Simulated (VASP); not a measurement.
Runs of VASP 6.6.1 on Ti3PO2. The structure is that of space group P-3m1 (No. 164), or close to it. The cells are those of the table. 

```csv
cell,gap on the mesh (eV),pressure (GPa),largest force (eV/Å)
"a = 3.245, b = 3.245, c = 8.206 Å, angles 90.0, 90.0, 120.0°, 6 atoms",none,(a),0.18
"a = 3.119, b = 3.119, c = 7.887 Å, angles 90.0, 90.0, 120.0°, 6 atoms",none,-3.2,0.34
"a = 3.183, b = 3.183, c = 8.049 Å, angles 90.0, 90.0, 120.0°, 6 atoms",none,-14.1,0.26
"a = 3.214, b = 3.214, c = 8.128 Å, angles 90.0, 90.0, 120.0°, 6 atoms",none,-18.3,0.22
"a = 3.151, b = 3.151, c = 7.969 Å, angles 90.0, 90.0, 120.0°, 6 atoms",none,(b),0.30
```

Alike in all rows: task single point; level LDA; potentials or basis VASP PAW LDA potentials, release 64 (Ti_sv, P, O); no spin polarisation; k mesh 8 × 8 × 3; cutoff (eV) 520; smearing methfessel-paxton 0.1 eV.

Task: Estimate the missing entries.

Result: (a) -21.8; (b) -9.1.

Caveats: the cell stands under tension; an odd number of electrons without spin polarisation forces a metal; a magnetic or distorted state may lie lower.

A gap of «none» marks levels without a gap at the run's occupations.
